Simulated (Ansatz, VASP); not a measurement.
**One calculation of K2ScTlF6, two programs**

INCAR

```
PREC     = Accurate       # precision mode
ENCUT    = 520            # plane-wave cutoff, eV
EDIFF    = 1E-6           # SCF threshold, eV
ISMEAR   = 0              # smearing method
SIGMA    = 0.05           # smearing width, eV
LREAL    = False          # projectors in reciprocal space
LASPH    = True           # aspherical terms in the spheres
NELM     = 80             # most SCF steps
ALGO     = Normal         # electronic algorithm
ISIF     = 2              # what is computed and relaxed
LWAVE    = False          # write WAVECAR
LCHARG   = False          # write CHGCAR
GGA      = CA             # functional
NBANDS   = 53             # bands
```

Contents of KPOINTS:

```
regular mesh
0
Gamma
  6 6 6
```

Contents of POSCAR:

```
K2ScTlF6
1.0
    0.0000000000      4.6736410000      4.6736410000
    4.6736410000      0.0000000000      4.6736410000
    4.6736410000      4.6736410000      0.0000000000
K Sc Tl F
2 1 1 6
Direct
    0.7500000000      0.7500000000      0.7500000000
    0.2500000000      0.2500000000      0.2500000000
    0.0000000000      0.0000000000      0.0000000000
    0.5000000000      0.5000000000      0.5000000000
    0.7826000000      0.2174000000      0.2174000000
    0.2174000000      0.2174000000      0.7826000000
    0.2174000000      0.7826000000      0.7826000000
    0.2174000000      0.7826000000      0.2174000000
    0.7826000000      0.2174000000      0.7826000000
    0.7826000000      0.7826000000      0.2174000000
```

Input for Ansatz:

```yaml
crystal:
  lattice:
    - [0.0, 4.673641, 4.673641]
    - [4.673641, 0.0, 4.673641]
    - [4.673641, 4.673641, 0.0]
  atoms:
    - { symbol: K, position: [0.75, 0.75, 0.75] }
    - { symbol: K, position: [0.25, 0.25, 0.25] }
    - { symbol: Sc, position: [0.0, 0.0, 0.0] }
    - { symbol: Tl, position: [0.5, 0.5, 0.5] }
    - { symbol: F, position: [0.7826, 0.2174, 0.2174] }
    - { symbol: F, position: [0.2174, 0.2174, 0.7826] }
    - { symbol: F, position: [0.2174, 0.7826, 0.7826] }
    - { symbol: F, position: [0.2174, 0.7826, 0.2174] }
    - { symbol: F, position: [0.7826, 0.2174, 0.7826] }
    - { symbol: F, position: [0.7826, 0.7826, 0.2174] }
basis:
  ecutwfc: 420
  fft_grid_basis: typed
kpoints:
  mp_grid: { grid: [6, 6, 6] }
hamiltonian:
  xc: lda
  pseudopotentials: { kind: paw }
scf:
  occupations: { method: gaussian, width: 0.05 }
output:
  forces: true
  stress: true
  eigenvalues: true
  bader: true
  write_density: true
  volumetric_format: npy
  elf: true
```

Alike in both runs: task single point; functional LDA; k mesh 6 × 6 × 6; occupations gaussian, width 0.05 eV; no spin polarisation.

|  | VASP | Ansatz |
| --- | --- | --- |
| version | VASP 6.6.1 | Ansatz 0.2.0 |
| potentials or method | VASP PAW LDA potentials, release 64 (K_sv, Sc_sv, Tl_d, F), cutoff 520 eV | scalar-relativistic, plane waves, PAW |
| valence electrons in the cell | 84 | 84 |

Ansatz gave:

```
gap on the k mesh at the Fermi level (eV) : 4.48
pressure (GPa)                            : -4.7
rms of the force components (eV/Å)        : 0.159
```

What did VASP give for the same quantities?

gap on the k mesh at the Fermi level (eV): 4.44; pressure (GPa): -4.6; rms of the force components (eV/Å): 0.117.

LDA's correlation is that of Perdew and Zunger in VASP and of Perdew and Wang (1992) in Ansatz. Atom by atom the forces differ by 0.042 eV/Å (rms over components).

Spin-orbit coupling is off throughout.
